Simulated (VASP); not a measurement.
Input of a VASP 6.6.1 run:

INCAR

```
PREC = Accurate
ENCUT = 520
EDIFF = 1E-6
ISMEAR = 0
SIGMA = 0.05
LREAL = False
LASPH = True
NELM = 60
ALGO = Normal
ISIF = 2
LWAVE = False
LCHARG = False
GGA = PS
NBANDS = 31
```

KPOINTS

```
regular mesh
0
Gamma
  12 12 12
```

Contents of POSCAR:

```
C
1.0
    1.2408500000      0.7164050815      9.7660333333
   -1.2408500000      0.7164050815      9.7660333333
    0.0000000000     -1.4328101630      9.7660333333
C
10
Direct
    0.0248220069      0.0248220069      0.0248220069
    0.9751779931      0.9751779931      0.9751779931
    0.1086877374      0.1086877374      0.1086877374
    0.8913122626      0.8913122626      0.8913122626
    0.1583652898      0.1583652898      0.1583652898
    0.8416347102      0.8416347102      0.8416347102
    0.3748635523      0.3748635523      0.3748635523
    0.6251364477      0.6251364477      0.6251364477
    0.4253181912      0.4253181912      0.4253181912
    0.5746818088      0.5746818088      0.5746818088
```

Potentials or basis: VASP PAW PBE potentials, release 64 (C).

Command:

```console
$ cat potpaw_PBE.64/C/POTCAR > POTCAR
$ mpirun -np 1 vasp_std > vasp.out
```

(1) Estimate the pressure.

(2) What does it give for the band gap on the k mesh?

Answers

(1) 41.7 GPa.

(2) 4.00 eV (least direct gap 4.94 eV).

Caveat: the cell stands under pressure; the PAW data sets were made with another functional, which shifts forces and pressure a little.
